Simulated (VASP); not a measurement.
# Mg3ZnS4 (P-43m) in VASP: vibrations by perturbation theory with PBE

Aim: the vibrations by perturbation theory of Mg3ZnS4 with PBE.

Program: VASP 6.6.1. These are calculated values, not measurements. Logs are shortened: lines on timing, memory, paths and dates and some standing lists are left out, and cuts for length are marked.

## Step 1: The cell of the first run

It takes space group P-43m (No. 215, cubic). The conventional cell has a = 5.635 Å, b = 5.635 Å, c = 5.635 Å, α = 90.00°, β = 90.00°, γ = 90.00°. Mg (site symmetry -42m) has 4 S at 2.46 Å within 3.2 Å. Zn (site symmetry -43m) has 4 S at 2.38 Å within 3.1 Å. Within 3.1 Å of S (site symmetry 3m) lie 1 Zn at 2.38 Å and 3 Mg at 2.46 Å.

## Step 2: Vibrations by perturbation theory, PBE

Contents of INCAR:

```
  PREC = Accurate
  ENCUT = 520
  EDIFF = 1E-8
  ISMEAR = 0
  SIGMA = 0.01
  LREAL = F
  LASPH = T
  NELM = 100
  ALGO = Normal
  ISIF = 2
  LWAVE = F
  LCHARG = F
  GGA = PE
  NBANDS = 31
  IBRION = 8
  NSW = 1
  LEPSILON = T
  LUSENCCL = F
```

Contents of KPOINTS:

```
regular mesh
0
Gamma
  4 4 4
```

Contents of POSCAR:

```
Mg3ZnS4
1.0
    5.6349098544      0.0000000000      0.0000000000
    0.0000000000      5.6349098544      0.0000000000
    0.0000000000      0.0000000000      5.6349098544
Mg Zn S
3 1 4
Direct
    0.5000000000      0.0000000000      0.5000000000
    0.5000000000      0.5000000000      0.0000000000
    0.0000000000      0.5000000000      0.5000000000
    0.0000000000      0.0000000000      0.0000000000
    0.2440964756      0.7559035244      0.7559035244
    0.2440964756      0.2440964756      0.2440964756
    0.7559035244      0.7559035244      0.2440964756
    0.7559035244      0.2440964756      0.7559035244
```

Potentials or basis: VASP PAW PBE potentials, release 64 (Mg, Zn, S).

Launch:

```console
$ cat potpaw_PBE.64/Mg/POTCAR potpaw_PBE.64/Zn/POTCAR potpaw_PBE.64/S/POTCAR > POTCAR
$ mpirun -np 1 vasp_std > vasp.out
```

OUTCAR:

```text
PREC = Accurate
   ENCUT = 520
   EDIFF = 1E-8
   ISMEAR = 0
   LREAL = F
   LASPH = T
   NELM = 100
   ISIF = 2
   GGA = PE
   IBRION = 8
   NSW = 1
   LEPSILON = T

 ion  position               nearest neighbor table
   1  0.500  0.000  0.500-   5 2.46   6 2.46   7 2.46   8 2.46
   2  0.500  0.500  0.000-   5 2.46   6 2.46   7 2.46   8 2.46
   3  0.000  0.500  0.500-   5 2.46   6 2.46   7 2.46   8 2.46
   4  0.000  0.000  0.000-   5 2.38   6 2.38   7 2.38   8 2.38
   5  0.244  0.756  0.756-   4 2.38   2 2.46   3 2.46   1 2.46
   6  0.244  0.244  0.244-   4 2.38   2 2.46   3 2.46   1 2.46
   7  0.756  0.756  0.244-   4 2.38   2 2.46   3 2.46   1 2.46
   8  0.756  0.244  0.756-   4 2.38   2 2.46   3 2.46   1 2.46

  LATTYP: Found a simple cubic cell.
 ALAT       =     5.6349098544

  Lattice vectors:

 A1 = (   5.6349098544,   0.0000000000,   0.0000000000)
 A2 = (   0.0000000000,   5.6349098544,   0.0000000000)
 A3 = (   0.0000000000,   0.0000000000,   5.6349098544)

Analysis of symmetry for initial positions (statically):
=====================================================================
 Subroutine PRICEL returns:
 Original cell was already a primitive cell.

 Routine SETGRP: Setting up the symmetry group for a
 simple cubic supercell.

 Subroutine GETGRP returns: Found 24 space group operations
 (whereof 24 operations were pure point group operations)
 out of a pool of 48 trial point group operations.

The static configuration has the point symmetry T_d .

Analysis of symmetry for dynamics (positions and initial velocities):
[... 651 lines left out ...]

 SECOND DERIVATIVES (NOT SYMMETRIZED)
 ------------------------------------
               1X          1Y          1Z          2X          2Y          2Z          3X          3Y          3Z          4X          4Y          4Z          5X          5Y          5Z          6X          6Y          6Z          7X          7Y          7Z          8X          8Y          8Z
  1X    -6.600330    0.000000    0.000000   -1.187838    0.000000    0.000000    1.126109    0.000000    0.000000    1.213078    0.000000    0.000000    1.362245    1.168843   -1.188408    1.362245   -1.168843    1.188408    1.362245   -1.168843   -1.188408    1.362245    1.168843    1.188408
  1Y    -0.000000   -6.493407    0.000000   -0.000000    1.125352    0.000000    0.000000    1.125352    0.000000    0.000000   -1.432672    0.000000    1.122909    1.418844   -1.122909   -1.122909    1.418844   -1.122909   -1.122909    1.418844    1.122909    1.122909    1.418844    1.122909
  1Z     0.000000    0.000000   -6.600330    0.000000    0.000000    1.126109    0.000000    0.000000   -1.187838    0.000000    0.000000    1.213078   -1.188408   -1.168843    1.362245    1.188408   -1.168843    1.362245   -1.188408    1.168843    1.362245    1.188408    1.168843    1.362245
  2X    -1.187838    0.000000    0.000000   -6.600330    0.000000    0.000000    1.126109    0.000000    0.000000    1.213078    0.000000    0.000000    1.362245   -1.188408    1.168843    1.362245    1.188408   -1.168843    1.362245    1.188408    1.168843    1.362245   -1.188408   -1.168843
  2Y     0.000000    1.126109    0.000000    0.000000   -6.600330    0.000000    0.000000   -1.187838    0.000000    0.000000    1.213078    0.000000   -1.188408    1.362245   -1.168843    1.188408    1.362245   -1.168843    1.188408    1.362245    1.168843   -1.188408    1.362245    1.168843
  2Z     0.000000   -0.000000    1.125352   -0.000000   -0.000000   -6.493407    0.000000   -0.000000    1.125352    0.000000    0.000000   -1.432672    1.122909   -1.122909    1.418844   -1.122909   -1.122909    1.418844    1.122909    1.122909    1.418844   -1.122909    1.122909    1.418844
  3X     1.125352    0.000000    0.000000    1.125352    0.000000    0.000000   -6.493407   -0.000000    0.000000   -1.432672    0.000000    0.000000    1.418844    1.122909    1.122909    1.418844   -1.122909   -1.122909    1.418844   -1.122909    1.122909    1.418844    1.122909   -1.122909
  3Y     0.000000    1.126109    0.000000    0.000000   -1.187838    0.000000    0.000000   -6.600330    0.000000    0.000000    1.213078    0.000000    1.168843    1.362245    1.188408   -1.168843    1.362245    1.188408   -1.168843    1.362245   -1.188408    1.168843    1.362245   -1.188408
  3Z     0.000000    0.000000   -1.187838    0.000000    0.000000    1.126109    0.000000    0.000000   -6.600330    0.000000    0.000000    1.213078    1.168843    1.188408    1.362245   -1.168843    1.188408    1.362245    1.168843   -1.188408    1.362245   -1.168843   -1.188408    1.362245
  4X     1.228332   -0.000000    0.000000    1.228332   -0.000000    0.000000   -1.423183   -0.000000    0.000000   -5.683433   -0.000000    0.000000    1.162488   -0.920704   -0.920704    1.162488    0.920704    0.920704    1.162488    0.920704   -0.920704    1.162488   -0.920704    0.920704
  4Y    -0.000000   -1.423183    0.000000   -0.000000    1.228332    0.000000   -0.000000    1.228332    0.000000   -0.000000   -5.683433    0.000000   -0.920704    1.162488    0.920704    0.920704    1.162488    0.920704    0.920704    1.162488   -0.920704   -0.920704    1.162488   -0.920704
  4Z    -0.000000    0.000000    1.228332   -0.000000   -0.000000   -1.423183   -0.000000   -0.000000    1.228332   -0.000000   -0.000000   -5.683433   -0.920704    0.920704    1.162488    0.920704    0.920704    1.162488   -0.920704   -0.920704    1.162488    0.920704   -0.920704    1.162488
  5X     1.364010    1.126175   -1.190474    1.364010   -1.190474    1.126175    1.421120    1.166044    1.166044    1.144981   -0.918059   -0.918059   -7.370781   -0.077125   -0.077125   -0.103065   -0.019069   -0.019069    1.089863    0.017105   -0.104598    1.089863   -0.104598    0.017105
  5Y     1.166044    1.421120   -1.166044   -1.190474    1.364010   -1.126175    1.126175    1.364010    1.190474   -0.918059    1.144981    0.918059   -0.077125   -7.370781    0.077125    0.017105    1.089863    0.104598   -0.019069   -0.103065    0.019069   -0.104598    1.089863   -0.017105
  5Z    -1.190474   -1.126175    1.364010    1.166044   -1.166044    1.421120    1.126175    1.190474    1.364010   -0.918059    0.918059    1.144981   -0.077125    0.077125   -7.370781    0.017105    0.104598    1.089863   -0.104598   -0.017105    1.089863   -0.019069    0.019069   -0.103065
  6X     1.364010   -1.126175    1.190474    1.364010    1.190474   -1.126175    1.421120   -1.166044   -1.166044    1.144981    0.918059    0.918059   -0.103065    0.019069    0.019069   -7.370781    0.077125    0.077125    1.089863    0.104598   -0.017105    1.089863   -0.017105    0.104598
  6Y    -1.166044    1.421120   -1.166044    1.190474    1.364010   -1.126175   -1.126175    1.364010    1.190474    0.918059    1.144981    0.918059   -0.017105    1.089863    0.104598    0.077125   -7.370781    0.077125    0.104598    1.089863   -0.017105    0.019069   -0.103065    0.019069
  6Z     1.190474   -1.126175    1.364010   -1.166044   -1.166044    1.421120   -1.126175    1.190474    1.364010    0.918059    0.918059    1.144981   -0.017105    0.104598    1.089863    0.077125    0.077125   -7.370781    0.019069    0.019069   -0.103065    0.104598   -0.017105    1.089863
  7X     1.364010   -1.126175   -1.190474    1.364010    1.190474    1.126175    1.421120   -1.166044    1.166044    1.144981    0.918059   -0.918059    1.089863   -0.017105   -0.104598    1.089863    0.104598    0.017105   -7.370781    0.077125   -0.077125   -0.103065    0.019069   -0.019069
  7Y    -1.166044    1.421120    1.166044    1.190474    1.364010    1.126175   -1.126175    1.364010   -1.190474    0.918059    1.144981   -0.918059    0.019069   -0.103065   -0.019069    0.104598    1.089863    0.017105    0.077125   -7.370781   -0.077125   -0.017105    1.089863   -0.104598
  7Z    -1.190474    1.126175    1.364010    1.166044    1.166044    1.421120    1.126175   -1.190474    1.364010   -0.918059   -0.918059    1.144981   -0.104598    0.017105    1.089863   -0.019069   -0.019069   -0.103065   -0.077125   -0.077125   -7.370781    0.017105   -0.104598    1.089863
  8X     1.364010    1.126175    1.190474    1.364010   -1.190474   -1.126175    1.421120    1.166044   -1.166044    1.144981   -0.918059    0.918059    1.089863   -0.104598   -0.017105    1.089863    0.017105    0.104598   -0.103065   -0.019069    0.019069   -7.370781   -0.077125    0.077125
  8Y     1.166044    1.421120    1.166044   -1.190474    1.364010    1.126175    1.126175    1.364010   -1.190474   -0.918059    1.144981   -0.918059   -0.104598    1.089863    0.017105   -0.019069   -0.103065   -0.019069    0.017105    1.089863   -0.104598   -0.077125   -7.370781   -0.077125
  8Z     1.190474    1.126175    1.364010   -1.166044    1.166044    1.421120   -1.126175   -1.190474    1.364010    0.918059   -0.918059    1.144981    0.019069   -0.019069   -0.103065    0.104598    0.017105    1.089863   -0.017105   -0.104598    1.089863    0.077125   -0.077125   -7.370781

 Eigenvectors and eigenvalues of the dynamical matrix
 ----------------------------------------------------

   1 f  =    9.931485 THz    62.401360 2PiTHz  331.278676 cm-1    41.073303 meV
             X         Y         Z           dx          dy          dz
      2.817455  0.000000  2.817455    -0.555074    0.017291    0.235081
      2.817455  2.817455  0.000000    -0.555074   -0.029677   -0.136969
      0.000000  2.817455  2.817455     0.323412   -0.029677    0.235081
      0.000000  0.000000  0.000000     0.064225    0.003434   -0.027200
      1.375462  4.259448  4.259448     0.172164   -0.083110   -0.123431
      1.375462  1.375462  1.375462     0.124827    0.044812    0.004490
      4.259448  4.259448  1.375462     0.179003    0.098988   -0.130270
      4.259448  1.375462  4.259448     0.117988   -0.028933   -0.002349
[... 243 lines left out ...]
  24 f/i=    0.032676 THz     0.205310 2PiTHz    1.089956 cm-1     0.135137 meV
             X         Y         Z           dx          dy          dz
      2.817455  0.000000  2.817455    -0.121702    0.279898    0.019954
      2.817455  2.817455  0.000000    -0.121702    0.276769    0.020179
      0.000000  2.817455  2.817455    -0.123078    0.276769    0.019954
      0.000000  0.000000  0.000000    -0.195987    0.445706    0.032133
      1.375462  4.259448  4.259448    -0.138317    0.317161    0.020967
      1.375462  1.375462  1.375462    -0.141219    0.318352    0.022157
      4.259448  4.259448  1.375462    -0.141024    0.318547    0.023674
      4.259448  1.375462  4.259448    -0.138512    0.317356    0.024865

--------------------------------------------------------------------------------------------------------

 MACROSCOPIC STATIC DIELECTRIC TENSOR IONIC CONTRIBUTION
 ------------------------------------------------------
           2.943335    -0.000000     0.000000
          -0.000000     2.943335    -0.000000
           0.000000    -0.000000     2.943335
 ------------------------------------------------------

 ELASTIC MODULI CONTR FROM IONIC RELAXATION (kBar)
 Direction    XX          YY          ZZ          XY          YZ          ZX
 --------------------------------------------------------------------------------
 XX          -0.0866     -0.0237     -0.0237     -0.0000     -0.0000      0.0000
 YY          -0.0237     -0.0866     -0.0237     -0.0000      0.0000     -0.0000
 ZZ          -0.0237     -0.0237     -0.0866     -0.0000      0.0000     -0.0000
 XY          -0.0000     -0.0000     -0.0000   -199.7428     -0.0000      0.0000
 YZ          -0.0000      0.0000      0.0000     -0.0000   -199.7428      0.0000
 ZX           0.0000     -0.0000     -0.0000      0.0000      0.0000   -199.7428
 --------------------------------------------------------------------------------

 PIEZOELECTRIC TENSOR IONIC CONTR  for field in x, y, z        (C/m^2)
          XX          YY          ZZ          XY          YZ          ZX
  --------------------------------------------------------------------------------
  x     0.00000    -0.00000    -0.00000     0.00000     0.70291    -0.00000
  y    -0.00000    -0.00000     0.00000    -0.00000    -0.00000     0.70291
  z     0.00000     0.00000     0.00000     0.70291     0.00000    -0.00000
```

It took 9.8 min on 1 × NVIDIA H100 80GB with 1 thread of Intel Xeon Platinum 8481C at 2.70GHz (Sapphire Rapids), shared host; peak memory 1.7 GiB.

Results:

- Electronic dielectric tensor (diagonal): 4.46
- Born charges (mean of the diagonal): Mg +1.93; Zn +2.00; S -1.94 e
- Highest phonon frequency at Γ, LO-TO splitting left out: 331 cm⁻¹

Phonon frequencies in cm⁻¹ (negative: imaginary):
| q point | frequencies |
| --- | --- |
| (0.000, 0.000, 0.000) | -1 -1 -1 107 107 107 123 123 123 248 248 248 285 285 288 327 327 327 328 328 328 331 331 331 |

Electronic dielectric tensor:
```
4.46 0.00 0.00
0.00 4.46 0.00
0.00 0.00 4.46
```

Born effective charge tensors (e):
atom 1, Mg
```
2.06 0.00 0.00
0.00 1.67 0.00
0.00 0.00 2.06
```
atom 2, Mg
```
2.06 0.00 0.00
0.00 2.06 0.00
0.00 0.00 1.67
```
atom 3, Mg
```
1.67 0.00 0.00
0.00 2.06 0.00
0.00 0.00 2.06
```
atom 4, Zn
```
2.00 0.00 0.00
0.00 2.00 0.00
0.00 0.00 2.00
```
atom 5, S
```
-1.94  0.12  0.12
 0.12 -1.94 -0.12
 0.12 -0.12 -1.94
```
atom 6, S
```
-1.94 -0.12 -0.12
-0.12 -1.94 -0.12
-0.12 -0.12 -1.94
```
atom 7, S
```
-1.94 -0.12  0.12
-0.12 -1.94  0.12
 0.12  0.12 -1.94
```
atom 8, S
```
-1.94  0.12 -0.12
 0.12 -1.94  0.12
-0.12  0.12 -1.94
```
